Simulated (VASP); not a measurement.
# HfN in VASP: further runs

HfN is run at these levels: PBE; tasks: single point.

Program: VASP 6.6.1. These are calculated values, not measurements. Logs are shortened: lines on timing, memory, paths and dates and some standing lists are left out, and cuts for length are marked.

**1. The cell of the first run**

The structure is hexagonal, space group P-6m2 (No. 187). Conventional cell: a = 3.099 Å, b = 3.099 Å, c = 2.913 Å, α = 90.00°, β = 90.00°, γ = 120.00°. Hf (site symmetry -6m2) has 6 N at 2.31 Å and 8 Hf at 2.91 to 3.10 Å within 3.1 Å. N (site symmetry -6m2) has 6 Hf at 2.31 Å and 8 N at 2.91 to 3.10 Å within 3.1 Å.

**2. Single point, PBE**

Contents of INCAR:

```
SYSTEM = HfN
PREC = Accurate ; ENCUT = 600
EDIFF = 1E-6 ; ISMEAR = 0
SIGMA = 0.05 ; LREAL = .FALSE.
LASPH = .TRUE. ; NELM = 120
ALGO = Normal ; ISIF = 2
LWAVE = .FALSE. ; LCHARG = .FALSE.
GGA = PE ; NBANDS = 14
ISYM = 0 ; GGA_COMPAT = .FALSE.
```

Contents of KPOINTS:

```
Automatic mesh
0
G
  14 14 12
  0 0 0
```

Contents of POSCAR:

```
HfN
1.0
    3.0990149869      0.0000000000      0.0000000000
   -1.5495074934      2.6838257053      0.0000000000
    0.0000000000      0.0000000000      2.9130017211
Hf N
1 1
Direct
    0.0000000000      0.0000000000      0.0000000000
    0.6666666667      0.3333333333      0.5000000000
```

Potentials or basis: VASP PAW PBE potentials, release 64 (Hf_pv, N).

On the command line:

```bash
> cat potpaw_PBE.64/Hf_pv/POTCAR potpaw_PBE.64/N/POTCAR > POTCAR
> mpirun -np 1 vasp_std > vasp.out
```

OUTCAR:

```text
SYSTEM = HfN
   PREC = Accurate
   ENCUT = 600
   EDIFF = 1E-6
   ISMEAR = 0
   LREAL = .FALSE.
   LASPH = .TRUE.
   NELM = 120
   ISIF = 2
   GGA = PE
   ISYM = 0

 ion  position               nearest neighbor table
   1  0.000  0.000  0.000-   2 2.31   2 2.31   2 2.31   2 2.31   2 2.31   2 2.31
   2  0.667  0.333  0.500-   1 2.31   1 2.31   1 2.31   1 2.31   1 2.31   1 2.31

IMPORTANT INFORMATION: All symmetrisations will be switched off!
NOSYMM: (Re-)initialisation of all symmetry stuff for point group C_1.

----------------------------------------------------------------------------------------

                                     Primitive cell

  volume of cell :      24.2281

  direct lattice vectors                    reciprocal lattice vectors
     3.099014987  0.000000000  0.000000000     0.322683177  0.186301219  0.000000000
    -1.549507493  2.683825705  0.000000000     0.000000000  0.372602438  0.000000000
     0.000000000  0.000000000  2.913001721     0.000000000  0.000000000  0.343288503

  length of vectors
     3.099014987  3.099014987  2.913001721     0.372602438  0.372602438  0.343288503

  position of ions in fractional coordinates (direct lattice)
     0.000000000  0.000000000  0.000000000
     0.666666667  0.333333333  0.500000000

  ion indices of the primitive-cell ions
   primitive index   ion index
                 1           1
                 2           2

----------------------------------------------------------------------------------------

 KPOINTS: Automatic mesh

Automatic generation of k-mesh.
 Grid dimensions read from file:
 generate k-points for:   14   14   12

 Generating k-lattice:

  Cartesian coordinates                     Fractional coordinates (reciprocal lattice)
     0.023048798  0.013307230  0.000000000     0.071428571  0.000000000  0.000000000
     0.000000000  0.026614460  0.000000000     0.000000000  0.071428571  0.000000000
     0.000000000  0.000000000  0.028607375     0.000000000  0.000000000  0.083333333

  Length of vectors
     0.026614460  0.026614460  0.028607375

  Shift w.r.t. Gamma in fractional coordinates (k-lattice)
     0.000000000  0.000000000  0.000000000

 Subroutine IBZKPT returns following result:
 ===========================================

 Found   1180 irreducible k-points:

 Following reciprocal coordinates:
            Coordinates               Weight
  0.000000  0.000000  0.000000      1.000000
  0.071429 -0.000000  0.000000      2.000000
  0.000000  0.071429  0.000000      2.000000
 -0.071429  0.071429  0.000000      2.000000
  0.142857 -0.000000  0.000000      2.000000
  0.000000  0.142857  0.000000      2.000000
[... 16 lines left out ...]
  0.071429  0.071429  0.000000      2.000000
 -0.071429  0.142857  0.000000      2.000000
 [... further k-points ...]
   k-points           NKPTS =   1180   k-points in BZ     NKDIM =   1180   number of bands    NBANDS=     14
   number of dos      NEDOS =    301   number of ions     NIONS =      2
   total plane-waves  NPLWV =  18816
   dimension x,y,z NGX =    28 NGY =   28 NGZ =   24
   dimension x,y,z NGXF=    56 NGYF=   56 NGZF=   48
   ions per type =               1   1
   NGX,Y,Z   is equivalent  to a cutoff of  15.02, 15.02, 13.70 a.u.
   NGXF,Y,Z  is equivalent  to a cutoff of  30.04, 30.04, 27.39 a.u.
 SYSTEM =  HfN
   PREC   = accura    normal or accurate (medium, high low for compatibility)
   ISTART =      0    job   : 0-new  1-cont  2-samecut
   ICHARG =      2    charge: 1-file 2-atom 10-const
   ISPIN  =      1    spin polarized calculation?
   LNONCOLLINEAR =      F non collinear calculations
   LSORBIT =      F    spin-orbit coupling
   LASPH  =      T    aspherical Exc in radial PAW
   ENCUT  =  600.0 eV  44.10 Ry    6.64 a.u.   6.19  6.19  5.82*2*pi/ulx,y,z
   NELM   =    120;   NELMIN=  2; NELMDL= -5     # of ELM steps
   EDIFF  = 0.1E-05   stopping-criterion for ELM
   LREAL  =      F    real-space projection
   EDIFFG = 0.1E-04   stopping-criterion for IOM
   NSW    =      0    number of steps for IOM
   IBRION =     -1    ionic relax: 0-MD 1-quasi-New 2-CG
   NFREE  =      0    steps in history (QN), initial steepest desc. (CG)
   ISIF   =      2    stress and relaxation
   ISYM   =      0    0-nonsym 1-usesym 2-fastsym
   POTIM  = 0.5000    time-step for ionic-motion
   TEBEG  =    0.0;   TEEND  =   0.0 temperature during run
   PSTRESS=    0.0 pullay stress
   NELECT =      15.0000    total number of electrons
   NUPDOWN=      -1.0000    fix difference up-down
   EMIN   =  10.00;   EMAX   =-10.00  energy-range for DOS
   EFERMI =   0.00;   METHOD = LEGACY
   ISMEAR =     0;   SIGMA  =   0.05  broadening in eV -4-tet -1-fermi 0-gaus
   EFERMI_NEDOS =   21; number of points for ismear=-14 and -15
   IALGO  =     38    algorithm
   IMIX   =      4    mixing-type and parameters
     AMIX     =   0.40;   BMIX     =  1.00
     AMIX_MAG =   1.60;   BMIX_MAG =  1.00
  volume/ion in A,a.u.               =      12.11        81.75
  Fermi-wavevector in a.u.,A,eV,Ry     =   1.395294  2.636723 26.488433  1.946845
  Thomas-Fermi vector in A             =   2.518760
   LORBIT       =      0    0 simple, 1 ext, 2 COOP (PROOUT), +10 PAW based schemes
   GGA     = PE    functional components
   LHFCALC =     F    Hartree Fock is set to
   AEXX    =    0.0000 exact exchange contribution
   IVDW    =     0    specifies the selected vdW correction
   LEPSILON=     F    determine dielectric tensor
   LRPA    =     F    only Hartree local field effects (RPA)
 non-spin polarized calculation
 Gauss-broadening in eV      SIGMA  =   0.05
  energy-cutoff  :      600.00
  volume of cell :       24.23
 maximum number of plane-waves:       827
 NGX is ok and might be reduce to    28
   NGX = 13   NGY = 13   NGZ = 11

 number of electron      15.0000002 magnetization

 Free energy of the ion-electron system (eV)
  ---------------------------------------------------
  ext. energy  EPLUGINS =         0.00000000
  ---------------------------------------------------
  free energy    TOTEN  =       -20.97301716 eV

  energy without entropy =      -20.97041055  energy(sigma->0) =      -20.97171385

 E-fermi :   6.8363     XC(G=0): -12.4357

 val. band max:        6.8277379831   @ k =   0.3571  -0.1429  -0.2500
 cond. band min:       6.8374435771   @ k =   0.4286  -0.3571   0.2500
 fundamental gap:      0.0097055939
 Fermi energy:         6.8362507749

 k-point     1 :       0.0000    0.0000    0.0000
  band No.  band energies     occupation
      1     -23.4422      2.00000
      2     -23.4422      2.00000
      3     -23.2435      2.00000
      4      -9.2522      2.00000
      5       3.4287      2.00000
      6       3.4287      2.00000
      7       4.5846      2.00000
      8       5.2173      2.00000
      9       8.9003      0.00000
     10      11.6659      0.00000
     11      11.6659      0.00000
     12      12.7545      0.00000
     13      12.7545      0.00000
     14      19.8527      0.00000

 k-point     2 :       0.0714   -0.0000    0.0000
  band No.  band energies     occupation
      1     -23.4909      2.00000
      2     -23.4523      2.00000
      3     -23.2377      2.00000
      4      -9.1608      2.00000
      5       3.1351      2.00000
      6       3.4954      2.00000
      7       4.6919      2.00000
      8       5.1121      2.00000
      9       9.2998      0.00000
     10      11.4399      0.00000
     11      11.6874      0.00000
     12      12.7045      0.00000
     13      12.8427      0.00000
     14      19.8658      0.00000

 k-point     3 :       0.0000    0.0714    0.0000
  band No.  band energies     occupation
      1     -23.4909      2.00000
      2     -23.4523      2.00000
      3     -23.2377      2.00000
      4      -9.1608      2.00000
      5       3.1351      2.00000
      6       3.4954      2.00000
      7       4.6919      2.00000
      8       5.1121      2.00000
      9       9.2998      0.00000
     10      11.4399      0.00000
     11      11.6874      0.00000
     12      12.7045      0.00000
     13      12.8427      0.00000
     14      19.8658      0.00000

 k-point     4 :      -0.0714    0.0714    0.0000
  band No.  band energies     occupation
      1     -23.4909      2.00000
      2     -23.4523      2.00000
      3     -23.2377      2.00000
      4      -9.1608      2.00000
      5       3.1351      2.00000
      6       3.4954      2.00000
      7       4.6919      2.00000
      8       5.1121      2.00000
      9       9.2998      0.00000
     10      11.4399      0.00000
     11      11.6874      0.00000
     12      12.7045      0.00000
     13      12.8427      0.00000
     14      19.8658      0.00000

 k-point     5 :       0.1429   -0.0000    0.0000
  band No.  band energies     occupation
      1     -23.6250      2.00000
      2     -23.4805      2.00000
      3     -23.2215      2.00000
      4      -8.9043      2.00000
      5       2.4677      2.00000
      6       3.6794      2.00000
      7       4.8344      2.00000
      8       4.9783      2.00000
      9      10.2490      0.00000
     10      10.9204      0.00000
     11      11.7700      0.00000
     12      12.5679      0.00000
     13      13.0512      0.00000
     14      19.8761      0.00000

 k-point     6 :       0.0000    0.1429    0.0000
  band No.  band energies     occupation
      1     -23.6250      2.00000
      2     -23.4805      2.00000
      3     -23.2215      2.00000
      4      -8.9043      2.00000
      5       2.4677      2.00000
      6       3.6794      2.00000
      7       4.8344      2.00000
      8       4.9783      2.00000
      9      10.2490      0.00000
     10      10.9204      0.00000
     11      11.7700      0.00000
     12      12.5679      0.00000
     13      13.0512      0.00000
     14      19.8761      0.00000

 k-point     7 :      -0.1429    0.1429    0.0000
  band No.  band energies     occupation
      1     -23.6250      2.00000
      2     -23.4805      2.00000
      3     -23.2215      2.00000
      4      -8.9043      2.00000
      5       2.4677      2.00000
      6       3.6794      2.00000
      7       4.8344      2.00000
      8       4.9783      2.00000
      9      10.2490      0.00000
     10      10.9204      0.00000
     11      11.7700      0.00000
     12      12.5679      0.00000
     13      13.0512      0.00000
     14      19.8761      0.00000
[... 205 lines left out ...]
 k-point    20 :       0.5000   -0.0000    0.0000
  band No.  band energies     occupation
      1     -24.3464      2.00000
      2     -23.6422      2.00000
      3     -23.1255      2.00000
      4      -7.3607      2.00000
      5       0.1963      2.00000
      6       3.5348      2.00000
      7       4.6215      2.00000
      8       5.1140      2.00000
      9      11.6685      0.00000
     10      11.8539      0.00000
     11      13.2662      0.00000
     12      13.3634      0.00000
     13      14.5260      0.00000
     14      18.0057      0.00000

 k-point    21 :       0.0000    0.5000    0.0000
  band No.  band energies     occupation
      1     -24.3464      2.00000
      2     -23.6422      2.00000
      3     -23.1255      2.00000
      4      -7.3607      2.00000
      5       0.1963      2.00000
      6       3.5348      2.00000
      7       4.6215      2.00000
      8       5.1140      2.00000
      9      11.6685      0.00000
     10      11.8539      0.00000
     11      13.2662      0.00000
     12      13.3634      0.00000
     13      14.5260      0.00000
     14      18.0057      0.00000

 k-point    22 :       0.5000    0.5000    0.0000
  band No.  band energies     occupation
      1     -24.3464      2.00000
      2     -23.6422      2.00000
      3     -23.1255      2.00000
      4      -7.3607      2.00000
      5       0.1963      2.00000
      6       3.5348      2.00000
      7       4.6215      2.00000
      8       5.1140      2.00000
      9      11.6685      0.00000
     10      11.8539      0.00000
     11      13.2662      0.00000
     12      13.3634      0.00000
     13      14.5260      0.00000
     14      18.0057      0.00000

 k-point    23 :       0.0714    0.0714    0.0000
  band No.  band energies     occupation
      1     -23.5805      2.00000
      2     -23.4733      2.00000
      3     -23.2267      2.00000
      4      -8.9868      2.00000
      5       2.6702      2.00000
      6       3.6120      2.00000
      7       4.8901      2.00000
      8       4.9215      2.00000
      9       9.9719      0.00000
     10      11.0538      0.00000
     11      11.7494      0.00000
     12      12.5834      0.00000
     13      13.0191      0.00000
     14      19.8766      0.00000

 k-point    24 :      -0.0714    0.1429    0.0000
  band No.  band energies     occupation
      1     -23.5805      2.00000
      2     -23.4733      2.00000
      3     -23.2267      2.00000
      4      -8.9868      2.00000
      5       2.6702      2.00000
      6       3.6120      2.00000
      7       4.8901      2.00000
      8       4.9215      2.00000
      9       9.9719      0.00000
     10      11.0538      0.00000
     11      11.7494      0.00000
     12      12.5834      0.00000
     13      13.0191      0.00000
     14      19.8766      0.00000

 [... further k-points ...]

------------------------ aborting loop because EDIFF is reached ----------------------------------------

  FORCE on cell =-STRESS in cart. coord.  units (eV):
  Direction    XX          YY          ZZ          XY          YZ          ZX
  --------------------------------------------------------------------------------------
  -------------------------------------------------------------------------------------
  Total       -0.2860398     -0.2860392     -0.3681085      0.0000005     -0.0000001     -0.0000001
  in kB      -18.9155222    -18.9154825    -24.3426439      0.0000358     -0.0000044     -0.0000076
  external PRESSURE =     -20.7245496 kB  Pullay stress =       0.0000000 kB

 VOLUME and BASIS-vectors are now :
 -----------------------------------------------------------------------------
  energy-cutoff  :      600.00
  volume of cell :       24.23
      direct lattice vectors                 reciprocal lattice vectors
     3.099014987  0.000000000  0.000000000     0.322683177  0.186301219  0.000000000
    -1.549507493  2.683825705  0.000000000     0.000000000  0.372602438  0.000000000
     0.000000000  0.000000000  2.913001721     0.000000000  0.000000000  0.343288503

 POSITION                                       TOTAL-FORCE (eV/Angst)
 -----------------------------------------------------------------------------------
      0.00000      0.00000      0.00000         0.000000      0.000000      0.000000
      1.54951      0.89461      1.45650        -0.000000     -0.000000     -0.000000
 -----------------------------------------------------------------------------------
    total drift:                                0.000000      0.000000     -0.000000

  FREE ENERGIE OF THE ION-ELECTRON SYSTEM (eV)
  ---------------------------------------------------
  free  energy   TOTEN  =       -20.9730171555 eV

  energy  without entropy=      -20.9704105515  energy(sigma->0) =      -20.97171385
```

It took 3.4 min on 1 thread of Intel Xeon Platinum 8488C (Sapphire Rapids), shared host; peak memory 0.59 GiB.

What came out:

| Item | Value |
| --- | --- |
| Free energy | -20.9730 eV |
| Pressure | -2.1 GPa |
| Band gap on the k mesh | zero (an odd number of electrons rules out a gap without spin polarisation) |

Levels at points of the mesh, in eV from the Fermi level:
| k point | band 4 | band 5 | band 6 | band 7 | band 8 | band 9 | band 10 | band 11 |
| --- | --- | --- | --- | --- | --- | --- | --- | --- |
| (0.00, 0.00, 0.00) | -16.09 | -3.41 | -3.41 | -2.25 | -1.62 | 2.06 | 4.83 | 4.83 |
| (0.50, 0.00, 0.00) | -14.20 | -6.64 | -3.30 | -2.21 | -1.72 | 4.83 | 5.02 | 6.43 |
| (0.00, 0.50, 0.00) | -14.20 | -6.64 | -3.30 | -2.21 | -1.72 | 4.83 | 5.02 | 6.43 |
| (0.50, 0.50, 0.00) | -14.20 | -6.64 | -3.30 | -2.21 | -1.72 | 4.83 | 5.02 | 6.43 |
| (0.00, 0.00, 0.50) | -13.69 | -7.69 | -2.62 | -2.62 | 1.54 | 1.54 | 3.83 | 4.39 |
| (0.50, 0.00, 0.50) | -14.35 | -5.73 | -4.66 | -4.27 | 0.73 | 5.00 | 6.60 | 7.91 |
| (0.00, 0.50, 0.50) | -14.35 | -5.73 | -4.66 | -4.27 | 0.73 | 5.00 | 6.60 | 7.91 |
| (0.50, 0.50, 0.50) | -14.35 | -5.73 | -4.66 | -4.27 | 0.73 | 5.00 | 6.60 | 7.91 |

Caveat: spin-orbit coupling is left out, which moves the levels of the heavy elements.

(Part 1 of 3 ends here.)
